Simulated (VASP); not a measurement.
# SiC (I-4m2) in VASP: further runs, part 2 of 2

VASP 6.6.1. Earlier steps stand in the parts before.

## (5) Single point, PBE

This run uses another cell than the first one, of the same volume but with other edges.

Contents of INCAR:

```
PREC = Accurate
ENCUT = 520
EDIFF = 1E-6
ISMEAR = 0
SIGMA = 0.05
LREAL = False
LASPH = True
NELM = 80
ALGO = Normal
ISIF = 2
LWAVE = False
LCHARG = True
GGA = PE
LELF = True
LVHAR = True
NBANDS = 11
```

Contents of KPOINTS:

```
regular mesh
0
Gamma
  12 12 12
```

Contents of POSCAR:

```
SiC
1.0
    0.0000000000      2.2352714132      2.0564497001
    2.2352714132      0.0000000000      2.0564497001
    2.2352714132      2.2352714132      0.0000000000
Si C
1 1
Direct
    0.0000000000      0.0000000000      0.0000000000
    0.7500000000      0.7500000000      0.7500000000
```

Potentials or basis: VASP PAW PBE potentials, release 64 (Si, C).

Command:

```sh
> cat potpaw_PBE.64/Si/POTCAR potpaw_PBE.64/C/POTCAR > POTCAR
> mpirun -np 1 vasp_std > vasp.out
```

OUTCAR:

```text
PREC = Accurate
   ENCUT = 520
   EDIFF = 1E-6
   ISMEAR = 0
   LREAL = False
   LASPH = True
   NELM = 80
   ISIF = 2
   GGA = PE

 ion  position               nearest neighbor table
   1  0.000  0.000  0.000-   2 1.89   2 1.89   2 1.89   2 1.89
   2  0.750  0.750  0.750-   1 1.89   1 1.89   1 1.89   1 1.89

  LATTYP: Found a body centered tetragonal cell.
 ALAT       =     3.1611511481
 C/A-ratio  =     1.3010764774

  Lattice vectors:

 A1 = (   0.0000000000,  -2.2352714132,  -2.0564497001)
 A2 = (   0.0000000000,   2.2352714132,  -2.0564497001)
 A3 = (   2.2352714132,   0.0000000000,   2.0564497001)

Analysis of symmetry for initial positions (statically):
=====================================================================
 Subroutine PRICEL returns:
 Original cell was already a primitive cell.

 Routine SETGRP: Setting up the symmetry group for a
 body centered tetragonal supercell.

 Subroutine GETGRP returns: Found  8 space group operations
 (whereof  8 operations were pure point group operations)
 out of a pool of 16 trial point group operations.

The static configuration has the point symmetry D_2d.

Analysis of symmetry for dynamics (positions and initial velocities):
[... 163 lines left out ...]
 fundamental gap:      0.5497637761
 Fermi energy:         8.7856936228

 k-point     1 :       0.0000    0.0000    0.0000
  band No.  band energies     occupation
      1      -7.2628      2.00000
      2       8.0468      2.00000
      3       8.0468      2.00000
      4       8.5444      2.00000
      5      14.4770      0.00000
      6      15.4166      0.00000
      7      15.6612      0.00000
      8      15.6612      0.00000
      9      21.4975      0.00000
     10      23.5724      0.00000
     11      24.4942      0.00000
[... 309 lines left out ...]
 k-point    24 :      -0.4167    0.1667    0.0000
  band No.  band energies     occupation
      1      -3.3682      2.00000
      2       0.2784      2.00000
      3       5.6785      2.00000
      4       6.1514      2.00000
      5      12.7719      0.00000
      6      16.1899      0.00000
      7      16.3147      0.00000
      8      19.6529      0.00000
      9      22.3354      0.00000
     10      23.9128      0.00000
     11      27.1954      0.00000

 [... further k-points ...]
[... 5 lines left out ...]
  --------------------------------------------------------------------------------------
  -------------------------------------------------------------------------------------
  Total       -0.2255356     -0.2255356      2.0723359      0.0000000     -0.0000000      0.0000000
  in kB      -17.5839771    -17.5839771    161.5705169      0.0000000     -0.0000000      0.0000000
  external PRESSURE =      42.1341876 kB  Pullay stress =       0.0000000 kB

 VOLUME and BASIS-vectors are now :
 -----------------------------------------------------------------------------
  energy-cutoff  :      520.00
  volume of cell :       20.55
      direct lattice vectors                 reciprocal lattice vectors
     0.000000000  2.235271413  2.056449700    -0.223686483  0.223686483  0.243137481
     2.235271413  0.000000000  2.056449700     0.223686483 -0.223686483  0.243137481
     2.235271413  2.235271413  0.000000000     0.223686483  0.223686483 -0.243137481

 POSITION                                       TOTAL-FORCE (eV/Angst)
 -----------------------------------------------------------------------------------
      0.00000      0.00000      0.00000        -0.000000     -0.000000     -0.000000
      3.35291      3.35291      3.08467         0.000000      0.000000      0.000000
 -----------------------------------------------------------------------------------
    total drift:                               -0.000000     -0.000000      0.000000

  FREE ENERGIE OF THE ION-ELECTRON SYSTEM (eV)
  ---------------------------------------------------
  free  energy   TOTEN  =       -14.9863527780 eV

  energy  without entropy=      -14.9863527780  energy(sigma->0) =      -14.98635278
```

OSZICAR:

```text
N       E                     dE             d eps       ncg     rms          rms(c)
DAV:   1     0.314445405260E+01    0.31445E+01   -0.40314E+03  3746   0.613E+02
DAV:   2    -0.162852090352E+02   -0.19430E+02   -0.18561E+02  4544   0.109E+02
DAV:   3    -0.168510493853E+02   -0.56584E+00   -0.56489E+00  4446   0.154E+01
DAV:   4    -0.168531870585E+02   -0.21377E-02   -0.21376E-02  4119   0.121E+00
DAV:   5    -0.168531965920E+02   -0.95335E-05   -0.95332E-05  4454   0.750E-02    0.885E+00
DAV:   6    -0.150442513131E+02    0.18089E+01   -0.64691E+00  3991   0.114E+01    0.391E+00
DAV:   7    -0.149939210037E+02    0.50330E-01   -0.38644E-01  4356   0.356E+00    0.179E+00
DAV:   8    -0.149861585242E+02    0.77625E-02   -0.19887E-02  4108   0.943E-01    0.169E-01
DAV:   9    -0.149862470110E+02   -0.88487E-04   -0.16231E-03  4496   0.230E-01    0.111E-01
DAV:  10    -0.149863504282E+02   -0.10342E-03   -0.22470E-04  4045   0.918E-02    0.255E-02
DAV:  11    -0.149863524130E+02   -0.19848E-05   -0.40227E-05  4291   0.331E-02    0.669E-03
DAV:  12    -0.149863527780E+02   -0.36499E-06   -0.18826E-06  3498   0.824E-03
   1 F= -.14986353E+02 E0= -.14986353E+02  d E =-.125086E-14
```

It took 76 s on 1 thread of AMD EPYC 7R13, shared host; peak memory 0.13 GiB.

What came out:

```yaml
Free_energy: -14.9864 eV
Pressure: 4.2 GPa
Band_gap_on_the_k_mesh: 0.55 eV, indirect (least direct gap 4.46 eV)
```

Levels at points of the mesh, in eV from the valence-band top:
```tsv
k point	band 1	band 2	band 3	band 4	band 5	band 6	band 7	band 8
(0.00, 0.00, 0.00)	-15.81	-0.50	-0.50	0.00	5.93	6.87	7.12	7.12
(0.50, 0.00, 0.00)	-12.20	-8.91	-1.87	-0.94	4.72	6.30	7.99	9.87
(0.50, 0.50, 0.00)	-10.31	-7.46	-4.12	-4.12	0.55	3.03	13.51	13.51
(0.50, 0.00, 0.50)	-10.96	-8.50	-3.27	-3.15	1.31	4.50	12.56	13.88
```

## (6) Overview

| cell | gap on the mesh (eV) | pressure (GPa) |
| --- | --- | --- |
| a = 3.196, b = 3.196, c = 2.893 Å, angles 63.1, 63.1, 53.8°, 2 atoms | 0.27 | 3.0 |
| a = 2.995, b = 2.995, c = 3.340 Å, angles 56.1, 56.1, 67.8°, 2 atoms | none | -0.4 |
| a = 3.267, b = 3.267, c = 2.817 Å, angles 64.5, 64.5, 51.1°, 2 atoms | none | 1.9 |
| a = 3.037, b = 3.037, c = 3.161 Å, angles 58.6, 58.6, 62.7°, 2 atoms | 0.55 | 4.2 |

Alike in all rows: task single point; level PBE; potentials or basis VASP PAW PBE potentials, release 64 (Si, C); no spin polarisation; k mesh 12 × 12 × 12; cutoff (eV) 520; smearing gaussian 0.05 eV.

Total energies depend on the potentials used, so only differences within one code and one set of settings carry meaning.
